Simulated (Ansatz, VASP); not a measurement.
Two plane-wave programs on SiO2

```xyz
12
Lattice="4.9497 0.0000 0.0000 0.0000 4.9497 0.0000 0.0000 0.0000 6.8760" Properties=species:S:1:pos:R:3 pbc="T T T"
Si    3.9866    3.9866    3.4380
Si    3.4379    1.5118    1.7190
Si    0.9631    0.9631    0.0000
Si    1.5118    3.4379    5.1570
O     1.3021    1.9049    5.6103
O     0.5699    3.7769    3.8914
O     3.6476    3.0448    2.1724
O     4.3797    1.1727    0.4534
O     3.7769    0.5699    2.9846
O     3.0448    3.6476    4.7036
O     1.1727    4.3797    6.4226
O     1.9049    1.3021    1.2656
```

Alike in both runs: functional r2SCAN; k mesh 6 × 6 × 4; occupations fermi-dirac, width 0.02 eV; no spin polarisation.

Ansatz relaxed the structure, and its values are those at the end. VASP's run is a single point on that final structure, the one shown.

```csv
,VASP,Ansatz
version,VASP 6.6.1,Ansatz 0.2.0
potentials or method,"VASP PAW PBE potentials, release 64 (Si, O), cutoff 520 eV",PAW plane waves
valence electrons in the cell,64,64
```

Ansatz gave:

- gap on the k mesh at the Fermi level (eV): 6.39
- pressure (GPa): 0.3
- rms of the force components (eV/Å): 0.003

**Question.** Estimate VASP's values.

**Answer.** gap on the k mesh at the Fermi level (eV): 6.39; pressure (GPa): 0.5; rms of the force components (eV/Å): 0.008.

VASP's potentials were made for PBE, not for r2SCAN. With one functional, cell and mesh, what is left measures potentials, basis and numerics. Ansatz's warnings: stress scf threshold loose.
